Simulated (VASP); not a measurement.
# InAs3 (I4/mmm) in VASP: single point with PBE

Aim: the single point of InAs3 with PBE.

All numbers are computed with VASP 6.6.1; they aren't measurements. Logs are shortened: lines on timing, memory, paths and dates and some standing lists are left out, and cuts for length are marked.

## (1) The cell of the first run

The structure is tetragonal, space group I4/mmm (No. 139). The conventional cell has a = 4.520 Å, b = 4.520 Å, c = 8.209 Å, α = 90.00°, β = 90.00°, γ = 90.00°. Within 4.0 Å of In (site symmetry 4/mmm) lie 12 As at 3.05 to 3.20 Å. Within 4.0 Å of As (site symmetry 4/mmm) lie 8 As at 3.05 Å and 4 In at 3.20 Å. Within 4.0 Å of As (site symmetry -4m2) lie 4 In at 3.05 Å and 8 As at 3.05 to 3.20 Å.

## (2) Single point, PBE

Input file INCAR:

```
ALGO     = Normal         # electronic algorithm
EDIFF    = 1E-7           # SCF threshold, eV
ENCUT    = 520            # plane-wave cutoff, eV
GGA      = PE             # functional
ISIF     = 2              # what is computed and relaxed
ISMEAR   = 0              # smearing method
LASPH    = True           # aspherical terms in the spheres
LCHARG   = False          # write CHGCAR
LREAL    = False          # projectors in reciprocal space
LWAVE    = False          # write WAVECAR
NBANDS   = 22             # bands
NELM     = 80             # most SCF steps
PREC     = Accurate       # precision mode
SIGMA    = 0.1            # smearing width, eV
```

Input file KPOINTS:

```
k-points
0
Gamma
  6 6 6
```

Input file POSCAR:

```
InAs3
1.0
   -2.2602120600      2.2602120600      4.1046098200
    2.2602120600     -2.2602120600      4.1046098200
    2.2602120600      2.2602120600     -4.1046098200
In As
1 3
Direct
    0.0000000000      0.0000000000      0.0000000000
    0.5000000000      0.5000000000      0.0000000000
    0.7500000000      0.2500000000      0.5000000000
    0.2500000000      0.7500000000      0.5000000000
```

Potentials or basis: VASP PAW PBE potentials, release 64 (In_d, As).

Run with:

```
cat potpaw_PBE.64/In_d/POTCAR potpaw_PBE.64/As/POTCAR > POTCAR
mpirun -np 1 vasp_std > vasp.out
```

OUTCAR:

```text
EDIFF = 1E-7
   ENCUT = 520
   GGA = PE
   ISIF = 2
   ISMEAR = 0
   LASPH = True
   LREAL = False
   NELM = 80
   PREC = Accurate

 ion  position               nearest neighbor table
   1  0.000  0.000  0.000-   3 3.05   4 3.05   3 3.05   4 3.05   3 3.05   4 3.05   3 3.05   4 3.05
                             2 3.20   2 3.20   2 3.20   2 3.20
   2  0.500  0.500  0.000-   1 3.20   1 3.20   1 3.20   1 3.20
   3  0.750  0.250  0.500-   1 3.05   1 3.05   1 3.05   1 3.05
   4  0.250  0.750  0.500-   1 3.05   1 3.05   1 3.05   1 3.05

  LATTYP: Found a body centered tetragonal cell.
 ALAT       =     4.5204241200
 C/A-ratio  =     1.8160286341

  Lattice vectors:

 A1 = (  -2.2602120600,   2.2602120600,   4.1046098200)
 A2 = (   2.2602120600,  -2.2602120600,   4.1046098200)
 A3 = (   2.2602120600,   2.2602120600,  -4.1046098200)

Analysis of symmetry for initial positions (statically):
=====================================================================
 Subroutine PRICEL returns:
 Original cell was already a primitive cell.

 Routine SETGRP: Setting up the symmetry group for a
 body centered tetragonal supercell.

 Subroutine GETGRP returns: Found 16 space group operations
 (whereof 16 operations were pure point group operations)
 out of a pool of 16 trial point group operations.

The static configuration has the point symmetry D_4h.

Analysis of symmetry for dynamics (positions and initial velocities):
=====================================================================
 Subroutine PRICEL returns:
 Original cell was already a primitive cell.

 Routine SETGRP: Setting up the symmetry group for a
 body centered tetragonal supercell.

 Subroutine GETGRP returns: Found 16 space group operations
 (whereof 16 operations were pure point group operations)
 out of a pool of 16 trial point group operations.

The dynamic configuration has the point symmetry D_4h.

 Subroutine INISYM returns: Found 16 space group operations
 (whereof 16 operations are pure point group operations),
 and found     1 'primitive' translations

----------------------------------------------------------------------------------------

                                     Primitive cell

  volume of cell :      83.8746

  direct lattice vectors                    reciprocal lattice vectors
    -2.260212060  2.260212060  4.104609820     0.000000000  0.221218181  0.121814258
     2.260212060 -2.260212060  4.104609820     0.221218181  0.000000000  0.121814258
     2.260212060  2.260212060 -4.104609820     0.221218181  0.221218181  0.000000000

  length of vectors
     5.202397417  5.202397417  5.202397417     0.252539496  0.252539496  0.312849751

  position of ions in fractional coordinates (direct lattice)
     0.000000000  0.000000000  0.000000000
     0.500000000  0.500000000  0.000000000
     0.750000000  0.250000000  0.500000000
     0.250000000  0.750000000  0.500000000

  ion indices of the primitive-cell ions
   primitive index   ion index
                 1           1
                 2           2
                 3           3
                 4           4

----------------------------------------------------------------------------------------

 KPOINTS: k-points

Automatic generation of k-mesh.
 Grid dimensions read from file:
 generate k-points for:    6    6    6

 Generating k-lattice:

  Cartesian coordinates                     Fractional coordinates (reciprocal lattice)
     0.000000000  0.036869697  0.020302376     0.166666667 -0.000000000  0.000000000
     0.036869697  0.000000000  0.020302376    -0.000000000  0.166666667  0.000000000
     0.036869697  0.036869697  0.000000000     0.000000000  0.000000000  0.166666667

  Length of vectors
     0.042089916  0.042089916  0.052141625

  Shift w.r.t. Gamma in fractional coordinates (k-lattice)
     0.000000000  0.000000000  0.000000000

 Subroutine IBZKPT returns following result:
 ===========================================

 Found     30 irreducible k-points:

 Following reciprocal coordinates:
            Coordinates               Weight
  0.000000  0.000000  0.000000      1.000000
  0.166667  0.000000 -0.000000      8.000000
  0.333333  0.000000  0.000000      8.000000
  0.500000 -0.000000  0.000000      4.000000
  0.166667  0.166667  0.000000      8.000000
  0.333333  0.166667  0.000000     16.000000
[... 16 lines left out ...]
 -0.333333 -0.333333  0.166667      8.000000
 -0.166667 -0.333333  0.166667      8.000000
 [... further k-points ...]
   k-points           NKPTS =     30   k-points in BZ     NKDIM =     30   number of bands    NBANDS=     22
   number of dos      NEDOS =    301   number of ions     NIONS =      4
   total plane-waves  NPLWV =  64000
   dimension x,y,z NGX =    40 NGY =   40 NGZ =   40
   dimension x,y,z NGXF=    80 NGYF=   80 NGZF=   80
   ions per type =               1   3
   NGX,Y,Z   is equivalent  to a cutoff of  12.78, 12.78, 12.78 a.u.
   NGXF,Y,Z  is equivalent  to a cutoff of  25.56, 25.56, 25.56 a.u.
 SYSTEM =  unknown system
   PREC   = accura    normal or accurate (medium, high low for compatibility)
   ISTART =      0    job   : 0-new  1-cont  2-samecut
   ICHARG =      2    charge: 1-file 2-atom 10-const
   ISPIN  =      1    spin polarized calculation?
   LNONCOLLINEAR =      F non collinear calculations
   LSORBIT =      F    spin-orbit coupling
   LASPH  =      T    aspherical Exc in radial PAW
   ENCUT  =  520.0 eV  38.22 Ry    6.18 a.u.   9.67  9.67  9.67*2*pi/ulx,y,z
   NELM   =     80;   NELMIN=  2; NELMDL= -5     # of ELM steps
   EDIFF  = 0.1E-06   stopping-criterion for ELM
   LREAL  =      F    real-space projection
   EDIFFG = 0.1E-05   stopping-criterion for IOM
   NSW    =      0    number of steps for IOM
   IBRION =     -1    ionic relax: 0-MD 1-quasi-New 2-CG
   NFREE  =      0    steps in history (QN), initial steepest desc. (CG)
   ISIF   =      2    stress and relaxation
   ISYM   =      2    0-nonsym 1-usesym 2-fastsym
   POTIM  = 0.5000    time-step for ionic-motion
   TEBEG  =    0.0;   TEEND  =   0.0 temperature during run
   PSTRESS=    0.0 pullay stress
   NELECT =      28.0000    total number of electrons
   NUPDOWN=      -1.0000    fix difference up-down
   EMIN   =  10.00;   EMAX   =-10.00  energy-range for DOS
   EFERMI =   0.00;   METHOD = LEGACY
   ISMEAR =     0;   SIGMA  =   0.10  broadening in eV -4-tet -1-fermi 0-gaus
   EFERMI_NEDOS =   21; number of points for ismear=-14 and -15
   IALGO  =     38    algorithm
   IMIX   =      4    mixing-type and parameters
     AMIX     =   0.40;   BMIX     =  1.00
     AMIX_MAG =   1.60;   BMIX_MAG =  1.00
  volume/ion in A,a.u.               =      20.97       141.50
  Fermi-wavevector in a.u.,A,eV,Ry     =   1.135666  2.146098 17.547952  1.289738
  Thomas-Fermi vector in A             =   2.272371
   LORBIT       =      0    0 simple, 1 ext, 2 COOP (PROOUT), +10 PAW based schemes
   GGA     = PE    functional components
   LHFCALC =     F    Hartree Fock is set to
   AEXX    =    0.0000 exact exchange contribution
   IVDW    =     0    specifies the selected vdW correction
   LEPSILON=     F    determine dielectric tensor
   LRPA    =     F    only Hartree local field effects (RPA)
 non-spin polarized calculation
 Gauss-broadening in eV      SIGMA  =   0.10
  energy-cutoff  :      520.00
  volume of cell :       83.87
 maximum number of plane-waves:      2299
   NGX = 19   NGY = 19   NGZ = 19

 number of electron      27.9999996 magnetization

 Free energy of the ion-electron system (eV)
  ---------------------------------------------------
  ext. energy  EPLUGINS =         0.00000000
  ---------------------------------------------------
  free energy    TOTEN  =       -15.03157517 eV

  energy without entropy =      -15.01323458  energy(sigma->0) =      -15.02240488

 E-fermi :   6.7240     XC(G=0): -10.5871

 val. band max:        6.7206282745   @ k =  -0.3333  -0.3333   0.1667
 cond. band min:       6.7613369789   @ k =  -0.3333   0.3333   0.1667
 fundamental gap:      0.0407087044
 Fermi energy:         6.7239951990

 k-point     1 :       0.0000    0.0000    0.0000
  band No.  band energies     occupation
      1      -7.8985      2.00000
      2      -7.8841      2.00000
      3      -7.8841      2.00000
      4      -7.8645      2.00000
      5      -7.8553      2.00000
      6      -7.2425      2.00000
[... 14 lines left out ...]
     21      13.3679      0.00000
     22      14.0654      0.00000

 k-point     2 :       0.1667    0.0000   -0.0000
  band No.  band energies     occupation
      1      -7.9009      2.00000
      2      -7.8908      2.00000
      3      -7.8811      2.00000
      4      -7.8597      2.00000
      5      -7.8595      2.00000
      6      -7.0081      2.00000
[... 14 lines left out ...]
     21      12.8877      0.00000
     22      13.7902      0.00000

 k-point     3 :       0.3333    0.0000    0.0000
  band No.  band energies     occupation
      1      -7.9326      2.00000
      2      -7.8854      2.00000
      3      -7.8775      2.00000
      4      -7.8662      2.00000
      5      -7.8463      2.00000
      6      -6.3254      2.00000
[... 14 lines left out ...]
     21      12.7441      0.00000
     22      14.9210      0.00000

 k-point     4 :       0.5000   -0.0000    0.0000
  band No.  band energies     occupation
      1      -7.9499      2.00000
      2      -7.8830      2.00000
      3      -7.8789      2.00000
      4      -7.8663      2.00000
      5      -7.8386      2.00000
      6      -5.5790      2.00000
[... 14 lines left out ...]
     21      11.9360      0.00000
     22      16.2703      0.00000

 k-point     5 :       0.1667    0.1667    0.0000
  band No.  band energies     occupation
      1      -7.9048      2.00000
      2      -7.8926      2.00000
      3      -7.8837      2.00000
      4      -7.8686      2.00000
      5      -7.8548      2.00000
      6      -6.6628      2.00000
[... 417 lines left out ...]
 k-point    22 :      -0.1667    0.5000    0.1667
  band No.  band energies     occupation
      1      -7.9332      2.00000
      2      -7.8931      2.00000
      3      -7.8739      2.00000
      4      -7.8643      2.00000
      5      -7.8506      2.00000
      6      -5.7370      2.00000
[... 14 lines left out ...]
     21      13.1346      0.00000
     22      14.9231      0.00000

 k-point    23 :      -0.3333   -0.3333    0.1667
  band No.  band energies     occupation
      1      -7.9106      2.00000
      2      -7.9000      2.00000
      3      -7.8737      2.00000
      4      -7.8711      2.00000
      5      -7.8569      2.00000
      6      -6.0346      2.00000
[... 14 lines left out ...]
     21      12.4496      0.00000
     22      13.5779      0.00000

 k-point    24 :      -0.1667   -0.3333    0.1667
  band No.  band energies     occupation
      1      -7.9136      2.00000
      2      -7.8895      2.00000
      3      -7.8741      2.00000
      4      -7.8624      2.00000
      5      -7.8583      2.00000
      6      -6.5766      2.00000
[... 14 lines left out ...]
     21      12.8546      0.00000
     22      13.9188      0.00000

 [... further k-points ...]
[... 5 lines left out ...]
  --------------------------------------------------------------------------------------
  -------------------------------------------------------------------------------------
  Total        0.8060938      0.8060938      0.3187744      0.0000000      0.0000000      0.0000000
  in kB       15.3980566     15.3980566      6.0892496      0.0000000      0.0000000      0.0000000
  external PRESSURE =      12.2951209 kB  Pullay stress =       0.0000000 kB

 VOLUME and BASIS-vectors are now :
 -----------------------------------------------------------------------------
  energy-cutoff  :      520.00
  volume of cell :       83.87
      direct lattice vectors                 reciprocal lattice vectors
    -2.260212060  2.260212060  4.104609820     0.000000000  0.221218181  0.121814258
     2.260212060 -2.260212060  4.104609820     0.221218181  0.000000000  0.121814258
     2.260212060  2.260212060 -4.104609820     0.221218181  0.221218181  0.000000000

 POSITION                                       TOTAL-FORCE (eV/Angst)
 -----------------------------------------------------------------------------------
      0.00000      0.00000      0.00000         0.000000     -0.000000      0.000000
      0.00000      0.00000      4.10461         0.000000     -0.000000      0.000000
      0.00000      2.26021      2.05230        -0.000000      0.000000     -0.000000
      2.26021      0.00000      2.05230         0.000000      0.000000     -0.000000
 -----------------------------------------------------------------------------------
    total drift:                               -0.000000     -0.000000      0.000000

  FREE ENERGIE OF THE ION-ELECTRON SYSTEM (eV)
  ---------------------------------------------------
  free  energy   TOTEN  =       -15.0315751740 eV

  energy  without entropy=      -15.0132345827  energy(sigma->0) =      -15.02240488
```

Run time: 49 s. Hardware: 1 thread of Intel Xeon 6975P-C, shared host; peak memory 0.26 GiB.

What came out:

| Quantity | Value |
| --- | --- |
| Free energy | -15.0316 eV |
| Pressure | 1.2 GPa |
| Band gap on the k mesh | zero (band 14 reaches 7.92 eV, above the bottom of band 15 at 5.01 eV) |

Caveat: spin-orbit coupling is left out, which moves the levels of the heavy elements.
